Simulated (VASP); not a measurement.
Here is a VASP 6.6.1 calculation.

The input INCAR:

```
SYSTEM = Hg
  PREC = Accurate
  ENCUT = 520
  EDIFF = 1E-6
  ISMEAR = 0
  SIGMA = 0.05
  LREAL = .False.
  LASPH = .True.
  NELM = 100
  ALGO = Fast
  ISIF = 2
  LWAVE = .False.
  LCHARG = .False.
  GGA = PS
  NBANDS = 19
```

Contents of KPOINTS:

```
Automatic mesh
0
Gamma
  12 12 8
  0 0 0
```

File POSCAR:

```
Hg
1.0
    3.3297762188     -0.0362451469      0.0150934900
   -1.6962773274      2.9112670955     -0.0032595834
    0.0239257105      0.0078471940      5.4515499633
Hg
2
Direct
    0.6864835467      0.3275861942      0.7730740567
    0.3135164533      0.6724138058      0.2269259433
```

Potentials or basis: VASP PAW PBE potentials, release 64 (Hg).

The run is started by

```console
$ cat potpaw_PBE.64/Hg/POTCAR > POTCAR
$ mpirun -np 1 vasp_std > vasp.out
```

(1) Predict the largest force.

(2) What does it give for the band gap on the k mesh?

(3) Predict the pressure.

Results:

(1) 0.423 eV/Å.

(2) zero (bands 12 and 13 overlap by 1.03 eV).

(3) -0.9 GPa.

Caveat: the cell differs from its parent crystal (atoms moved at random and the cell strained at random); the PAW data sets were made with another functional, which shifts forces and pressure a little; spin-orbit coupling is left out, which moves the levels of the heavy elements.
